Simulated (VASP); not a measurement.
# CoO (Fm-3m) in VASP: notebook, part 3 of 3

VASP 6.6.1.

## (4) Single point, r2SCAN+D4, collinear spin, ferromagnetic start

This run uses another cell than the first one, of 9.29 Å³/atom, 0.905 times its volume.

Input file POSCAR:

```
CoO
1.0
    0.0000000000      2.1019671294      2.1019671294
    2.1019671294      0.0000000000      2.1019671294
    2.1019671294      2.1019671294      0.0000000000
Co O
1 1
Direct
    0.0000000000      0.0000000000      0.0000000000
    0.5000000000      0.5000000000      0.5000000000
```

Input file INCAR.step1:

```
SYSTEM = CoO
PREC     = Accurate       ! precision mode
ENCUT    = 520            ! plane-wave cutoff, eV
ISMEAR   = -1             ! smearing method
SIGMA    = 0.05           ! smearing width, eV
LREAL    = .False.        ! projectors in reciprocal space
LASPH    = .True.         ! aspherical terms in the spheres
NELM     = 150            ! most SCF steps
ISPIN    = 2              ! spin polarisation
MAGMOM   = 2 0            ! initial moments
LMAXMIX  = 4              ! l up to which the mixer works
NBANDS   = 18             ! bands
GGA      = PE             ! functional
ALGO     = Normal         ! electronic algorithm
EDIFF    = 1E-4           ! SCF threshold, eV
LWAVE    = .True.         ! write WAVECAR
LCHARG   = .False.        ! write CHGCAR
```

Input file INCAR.step2:

```
SYSTEM = CoO
PREC     = Accurate       ! precision mode
ENCUT    = 520            ! plane-wave cutoff, eV
EDIFF    = 1E-6           ! SCF threshold, eV
ISMEAR   = -1             ! smearing method
SIGMA    = 0.05           ! smearing width, eV
LREAL    = .False.        ! projectors in reciprocal space
LASPH    = .True.         ! aspherical terms in the spheres
NELM     = 150            ! most SCF steps
ALGO     = Normal         ! electronic algorithm
ISIF     = 2              ! what is computed and relaxed
LWAVE    = .False.        ! write WAVECAR
LCHARG   = .False.        ! write CHGCAR
ISPIN    = 2              ! spin polarisation
MAGMOM   = 2 0            ! initial moments
LORBIT   = 11             ! projections on sites
LMAXMIX  = 4              ! l up to which the mixer works
METAGGA  = R2SCAN         ! meta-GGA
LMIXTAU  = .True.       
IVDW     = 13             ! dispersion correction
VDW_S6   = 1.0          
VDW_S8   = 0.6018749    
VDW_A1   = 0.51559235   
VDW_A2   = 5.77342911   
NBANDS   = 18             ! bands
ISTART   = 1
```

Input file KPOINTS:

```
Automatic mesh
0
Gamma
  11 11 11
  0 0 0
```

Potentials or basis: VASP PAW PBE potentials, release 64 (Co, O).

The run is started by

```console
$ cat potpaw_PBE.64/Co/POTCAR potpaw_PBE.64/O/POTCAR > POTCAR
$ cp INCAR.step1 INCAR
$ mpirun -np 1 vasp_std > vasp.out
$ cp INCAR.step2 INCAR
$ mpirun -np 1 vasp_std > vasp.out
```

OUTCAR:

```text
SYSTEM = CoO
   PREC = Accurate
   ENCUT = 520
   EDIFF = 1E-6
   ISMEAR = -1
   LREAL = .False.
   LASPH = .True.
   NELM = 150
   ISIF = 2
   ISPIN = 2
   LORBIT = 11
   METAGGA = R2SCAN
   IVDW = 13
   ISTART = 1

 ion  position               nearest neighbor table
   1  0.000  0.000  0.000-   2 2.10   2 2.10   2 2.10   2 2.10   2 2.10   2 2.10
   2  0.500  0.500  0.500-   1 2.10   1 2.10   1 2.10   1 2.10   1 2.10   1 2.10

  LATTYP: Found a face centered cubic cell.
 ALAT       =     4.2039342588

  Lattice vectors:

 A1 = (   0.0000000000,   2.1019671294,   2.1019671294)
 A2 = (   2.1019671294,   0.0000000000,   2.1019671294)
 A3 = (   2.1019671294,   2.1019671294,   0.0000000000)

Analysis of symmetry for initial positions (statically):
[... 25 lines left out ...]
The dynamic configuration has the point symmetry O_h .

Analysis of structural, dynamic, and magnetic symmetry:
=====================================================================
 Subroutine PRICEL returns:
[... 7 lines left out ...]
 out of a pool of 48 trial point group operations.

The overall configuration has the point symmetry O_h .

 Subroutine INISYM returns: Found 48 space group operations
[... 5 lines left out ...]
                                     Primitive cell

  volume of cell :      18.5741

  direct lattice vectors                    reciprocal lattice vectors
     0.000000000  2.101967129  2.101967129    -0.237872416  0.237872416  0.237872416
     2.101967129  0.000000000  2.101967129     0.237872416 -0.237872416  0.237872416
     2.101967129  2.101967129  0.000000000     0.237872416  0.237872416 -0.237872416

  length of vectors
     2.972630422  2.972630422  2.972630422     0.412007111  0.412007111  0.412007111

  position of ions in fractional coordinates (direct lattice)
     0.000000000  0.000000000  0.000000000
     0.500000000  0.500000000  0.500000000

  ion indices of the primitive-cell ions
   primitive index   ion index
                 1           1
                 2           2

----------------------------------------------------------------------------------------

 KPOINTS: Automatic mesh

Automatic generation of k-mesh.
 Grid dimensions read from file:
 generate k-points for:   11   11   11

 Generating k-lattice:

  Cartesian coordinates                     Fractional coordinates (reciprocal lattice)
    -0.021624765  0.021624765  0.021624765     0.090909091  0.000000000  0.000000000
     0.021624765 -0.021624765  0.021624765     0.000000000  0.090909091  0.000000000
     0.021624765  0.021624765 -0.021624765     0.000000000  0.000000000  0.090909091

  Length of vectors
     0.037455192  0.037455192  0.037455192

  Shift w.r.t. Gamma in fractional coordinates (k-lattice)
     0.000000000  0.000000000  0.000000000

 Subroutine IBZKPT returns following result:
 ===========================================

 Found     56 irreducible k-points:

 Following reciprocal coordinates:
            Coordinates               Weight
  0.000000  0.000000  0.000000      1.000000
  0.090909  0.000000  0.000000      8.000000
  0.181818  0.000000  0.000000      8.000000
  0.272727  0.000000  0.000000      8.000000
  0.363636  0.000000  0.000000      8.000000
  0.454545  0.000000  0.000000      8.000000
[... 16 lines left out ...]
 -0.272727  0.181818  0.000000     24.000000
 -0.181818  0.181818  0.000000     12.000000
 [... further k-points ...]
   k-points           NKPTS =     56   k-points in BZ     NKDIM =     56   number of bands    NBANDS=     18
   number of dos      NEDOS =    301   number of ions     NIONS =      2
   total plane-waves  NPLWV =  13824
   dimension x,y,z NGX =    24 NGY =   24 NGZ =   24
   dimension x,y,z NGXF=    48 NGYF=   48 NGZF=   48
   ions per type =               1   1
   NGX,Y,Z   is equivalent  to a cutoff of  13.42, 13.42, 13.42 a.u.
   NGXF,Y,Z  is equivalent  to a cutoff of  26.84, 26.84, 26.84 a.u.
 SYSTEM =  CoO
   PREC   = accura    normal or accurate (medium, high low for compatibility)
   ISTART =      1    job   : 0-new  1-cont  2-samecut
   ICHARG =      0    charge: 1-file 2-atom 10-const
   ISPIN  =      2    spin polarized calculation?
   LNONCOLLINEAR =      F non collinear calculations
   LSORBIT =      F    spin-orbit coupling
   LASPH  =      T    aspherical Exc in radial PAW
   ENCUT  =  520.0 eV  38.22 Ry    6.18 a.u.   5.53  5.53  5.53*2*pi/ulx,y,z
   NELM   =    150;   NELMIN=  2; NELMDL=  0     # of ELM steps
   EDIFF  = 0.1E-05   stopping-criterion for ELM
   LREAL  =      F    real-space projection
   EDIFFG = 0.1E-04   stopping-criterion for IOM
   NSW    =      0    number of steps for IOM
   IBRION =     -1    ionic relax: 0-MD 1-quasi-New 2-CG
   NFREE  =      0    steps in history (QN), initial steepest desc. (CG)
   ISIF   =      2    stress and relaxation
   ISYM   =      2    0-nonsym 1-usesym 2-fastsym
   POTIM  = 0.5000    time-step for ionic-motion
   TEBEG  =    0.0;   TEEND  =   0.0 temperature during run
   PSTRESS=    0.0 pullay stress
   NELECT =      15.0000    total number of electrons
   NUPDOWN=      -1.0000    fix difference up-down
   EMIN   =  10.00;   EMAX   =-10.00  energy-range for DOS
   EFERMI =   0.00;   METHOD = LEGACY
   ISMEAR =    -1;   SIGMA  =   0.05  broadening in eV -4-tet -1-fermi 0-gaus
   EFERMI_NEDOS =   21; number of points for ismear=-14 and -15
   IALGO  =     38    algorithm
   IMIX   =      4    mixing-type and parameters
     AMIX     =   0.40;   BMIX     =  1.00
     AMIX_MAG =   1.60;   BMIX_MAG =  1.00
  volume/ion in A,a.u.               =       9.29        62.67
  Fermi-wavevector in a.u.,A,eV,Ry     =   1.524530  2.880944 31.622552  2.324192
  Thomas-Fermi vector in A             =   2.632824
   LORBIT       =     11    0 simple, 1 ext, 2 COOP (PROOUT), +10 PAW based schemes
   METAGGA = R2SCAN    functional components
   LHFCALC =     F    Hartree Fock is set to
   AEXX    =    0.0000 exact exchange contribution
   IVDW    =    13    specifies the selected vdW correction
   LEPSILON=     F    determine dielectric tensor
   LRPA    =     F    only Hartree local field effects (RPA)
 spin polarized calculation
  energy-cutoff  :      520.00
  volume of cell :       18.57
 maximum number of plane-waves:       531
 NGX is ok and might be reduce to    24
   NGX = 11   NGY = 11   NGZ = 11

 number of electron      14.9999998 magnetization       2.9998312

 Free energy of the ion-electron system (eV)
  ---------------------------------------------------
  ext. energy  EPLUGINS =         0.00000000
  ---------------------------------------------------
  free energy    TOTEN  =       -21.07846208 eV

  energy without entropy =      -21.04732665  energy(sigma->0) =      -21.06289437

 E-fermi :   8.3488     XC(G=0): -13.3482

 val. band max:        8.3396161032   @ k =  -0.4545   0.3636   0.1818
 cond. band min:       8.3540999690   @ k =  -0.3636   0.4545   0.0909
 fundamental gap:      0.0144838659
 Fermi energy:         8.3488190361

 spin component 1

 k-point     1 :       0.0000    0.0000    0.0000
  band No.  band energies     occupation
      1     -13.2785      1.00000
      2       4.2792      1.00000
      3       4.2792      1.00000
      4       4.6550      1.00000
      5       4.6550      1.00000
      6       4.6550      1.00000
[... 481 lines left out ...]
      5       4.9054      1.00000
      6       4.9868      1.00000
[... 10 lines left out ...]
     17      37.6127      0.00000
     18      39.1815      0.00000

 [... further k-points ...]

 spin component 2

 k-point     1 :       0.0000    0.0000    0.0000
  band No.  band energies     occupation
      1     -12.7182      1.00000
      2       5.6199      1.00000
      3       5.6200      1.00000
      4       5.6200      1.00000
      5       7.1592      1.00000
      6       7.1592      1.00000
[... 481 lines left out ...]
      5       7.5875      1.00000
      6       8.1068      0.99216
[... 10 lines left out ...]
     17      38.7542      0.00000
     18      40.4741      0.00000

 [... further k-points ...]

------------------------ aborting loop because EDIFF is reached ----------------------------------------

  DFT-D4 for vdW energy calculation

  Edisp (eV):   -0.21531

  FORCE on cell =-STRESS in cart. coord.  units (eV):
  Direction    XX          YY          ZZ          XY          YZ          ZX
  --------------------------------------------------------------------------------------
  -------------------------------------------------------------------------------------
  Total      -0.01321    -0.01321    -0.01321     0.00000     0.00000     0.00000
  in kB      -1.13921    -1.13921    -1.13921     0.00000     0.00000     0.00000
  external pressure =       -1.14 kB  Pullay stress =        0.00 kB

 VOLUME and BASIS-vectors are now :
 -----------------------------------------------------------------------------
  energy-cutoff  :      520.00
  volume of cell :       18.57
      direct lattice vectors                 reciprocal lattice vectors
     0.000000000  2.101967129  2.101967129    -0.237872416  0.237872416  0.237872416
     2.101967129  0.000000000  2.101967129     0.237872416 -0.237872416  0.237872416
     2.101967129  2.101967129  0.000000000     0.237872416  0.237872416 -0.237872416

 POSITION                                       TOTAL-FORCE (eV/Angst)
 -----------------------------------------------------------------------------------
      0.00000      0.00000      0.00000         0.000000      0.000000      0.000000
      2.10197      2.10197      2.10197        -0.000000     -0.000000     -0.000000
 -----------------------------------------------------------------------------------
    total drift:                                0.000000     -0.000000     -0.000000

  FREE ENERGIE OF THE ION-ELECTRON SYSTEM (eV)
  ---------------------------------------------------
  free  energy   TOTEN  =       -21.2937699092 eV

  energy  without entropy=      -21.2626344810  energy(sigma->0) =      -21.27820220

 total charge

# of ion       s       p       d       tot
------------------------------------------
    1        0.309   0.395   7.130   7.834
    2        1.557   3.497   0.000   5.054
--------------------------------------------------
tot          1.865   3.892   7.130  12.888

 magnetization (x)

# of ion       s       p       d       tot
------------------------------------------
    1        0.024   0.021   2.645   2.689
    2        0.030   0.264   0.000   0.294
--------------------------------------------------
tot          0.054   0.284   2.645   2.982
```

Run time: 99 s. Hardware: 1 thread of Intel Xeon Platinum 8259CL at 2.50GHz (Skylake/Cascade Lake), shared host; peak memory 0.18 GiB.

What came out:

* Free energy: -21.2938 eV
* Pressure: -0.1 GPa
* Band gap on the k mesh: zero (filled and empty bands overlap)
* Net moment: 3.00 μB per cell
* Site moments: Co +2.69; O +0.29 μB
* Valence electrons inside the program's atomic spheres: Co 7.83; O 5.05
* Dispersion energy per atom: -0.108 eV

Caveat: the PAW data sets were made with another functional, which shifts forces and pressure a little; a cell with one magnetic atom can't hold antiferromagnetic order, which such compounds often take; semilocal functionals often make such compounds metallic where correlation or magnetic order opens a gap, which also shifts bond lengths; pairwise dispersion overbinds metals, which lowers pressure and volume. With open d or f shells a metallic result of r2SCAN can be an artefact of self-interaction; +U or a hybrid may open a gap.

## (5) The runs side by side

| level | potentials or basis | cell | gap on the mesh (eV) | pressure (GPa) | moment (μB) |
| --- | --- | --- | --- | --- | --- |
| PBEsol+D4 | VASP PAW PBE potentials, release 64 (Co, O) | a = 3.074 Å, angles 60.0°, 2 atoms | none | -20.7 | 2.99 |
| LDA | VASP PAW LDA potentials, release 64 (Co, O) | a = 3.074 Å, angles 60.0°, 2 atoms | none | -26.5 | 2.92 |
| r2SCAN+D4 | VASP PAW PBE potentials, release 64 (Co, O) | a = 2.973 Å, angles 60.0°, 2 atoms | none | -0.1 | 3.00 |

Alike in all rows: task single point; spin collinear, ferromagnetic start; k mesh 11 × 11 × 11; cutoff (eV) 520; smearing fermi-dirac 0.05 eV.

Caveats: a cell with one magnetic atom can't hold antiferromagnetic order, which such compounds often take; semilocal functionals often make such compounds metallic where correlation or magnetic order opens a gap, which also shifts bond lengths; the PAW data sets were made with another functional, which shifts forces and pressure a little (some runs); pairwise dispersion overbinds metals, which lowers pressure and volume (some runs).

Total energies depend on the potentials used, so only differences within one code and one set of settings carry meaning.
